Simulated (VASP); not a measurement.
**Os: electric field gradients with PBE**

Crystal: Os.

```xyz
1
Lattice="0.0000 1.9256 1.9450 1.9256 0.0000 1.9450 1.9256 1.9256 0.0000" Properties=species:S:1:pos:R:3 pbc="T T T"
Os    0.0000    0.0000    0.0000
```

This cell differs from its parent crystal: equal xx and yy strain of -1 %.

| Item | Value |
| --- | --- |
| Program | VASP 6.6.1 |
| Task | electric field gradients |
| Functional | PBE |
| Potentials or basis | VASP PAW PBE potentials, release 64 (Os) |
| Cutoff | 520 eV |
| k mesh | 14 × 14 × 14 |
| Occupations | fermi-dirac, width 0.05 eV |
| Spin | no spin polarisation |
| Dipole correction | no |
| Further INCAR settings | ALGO = Normal; EDIFF = 1e-08; NBANDS = 10 |

| Property | Result |
| --- | --- |
| Pressure | -2.3 GPa |
| Band gap on the k mesh | zero (band 4 reaches 11.26 eV, above the bottom of band 5 at 7.62 eV) |

Stress tensor (GPa, compression positive):
```
-1.38  0.00  0.00
 0.00 -1.38  0.00
 0.00  0.00 -4.11
```

Levels at points of the mesh, in eV from the Fermi level:
| k point | band 1 | band 2 | band 3 | band 4 | band 5 | band 6 | band 7 | band 8 | band 9 |
| --- | --- | --- | --- | --- | --- | --- | --- | --- | --- |
| (0.00, 0.00, 0.00) | -10.51 | -2.92 | -2.78 | -2.78 | -0.01 | 0.17 | 14.32 | 19.73 | 20.06 |
| (0.50, 0.00, 0.00) | -7.39 | -3.05 | -2.91 | -0.17 | 2.34 | 2.43 | 8.68 | 13.84 | 20.05 |
| (0.50, 0.50, 0.00) | -7.26 | -6.54 | 2.20 | 2.35 | 3.04 | 3.04 | 11.68 | 12.25 | 12.25 |
| (0.50, 0.00, 0.50) | -7.25 | -6.56 | 2.34 | 2.41 | 2.97 | 3.12 | 11.94 | 12.01 | 12.14 |

Electric field gradients, principal values (V/Å²):
```tsv
atom	least	middle	greatest (by size)
1 Os	-0.837	-0.837	1.674
```

Wall time 11 s on 1 thread of Intel(R) Xeon(R) 6975P-C (Granite Rapids), with other jobs on the host, peak memory 0.15 GiB.

Caveat: the cell differs from its parent crystal (equal xx and yy strain of -1 %); without QUAD_EFG the Cq values of the log hold for a quadrupole moment of 1 mb, not for the nuclei; spin-orbit coupling is left out, which moves the levels of the heavy elements.
